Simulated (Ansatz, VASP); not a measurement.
# Cu16H: VASP beside Ansatz

```
Cu H
1.0
    -3.63035    3.63035    3.63035
     3.63035   -3.63035    3.63035
     3.63035    3.63035   -3.63035
Cu H
16 1
Direct
  0.99896 0.00025 0.00017
  0.99873 0.24996 0.74988
  0.99873 0.49988 0.50007
  0.99882 0.75010 0.25021
  0.24871 0.99996 0.74997
  0.24418 0.24519 0.50013
  0.24363 0.49996 0.24502
  0.24874 0.74999 0.00006
  0.49887 0.99991 0.49999
  0.49891 0.24492 0.24507
  0.49866 0.49999 0.00026
  0.49879 0.75507 0.75515
  0.74898 0.99991 0.25007
  0.74870 0.25004 0.99999
  0.75388 0.50021 0.75527
  0.75370 0.75478 0.50011
  0.49849 0.49990 0.50133
```

Alike in both runs: functional PBE; k mesh 4 × 4 × 4; occupations methfessel-paxton of order 1, width 0.1 eV; no spin polarisation.

Ansatz relaxed the structure, and its values are those at the end. VASP's run is a single point on that final structure, the one shown.

|  | VASP | Ansatz |
| --- | --- | --- |
| version | VASP 6.6.1 | Ansatz 0.2.0 |
| potentials or method | VASP PAW PBE potentials, release 64 (Cu, H), cutoff 520 eV | plane-wave PAW DFT |
| valence electrons in the cell | 177 | 305 |

```tsv
	VASP	Ansatz	Ansatz less VASP
rms of the force components (eV/Å)	0.005	0.004	-0.0006
```

VASP's potentials hold 177 valence electrons a cell and Ansatz's 305, so a difference there can come from the potentials and not from the codes.
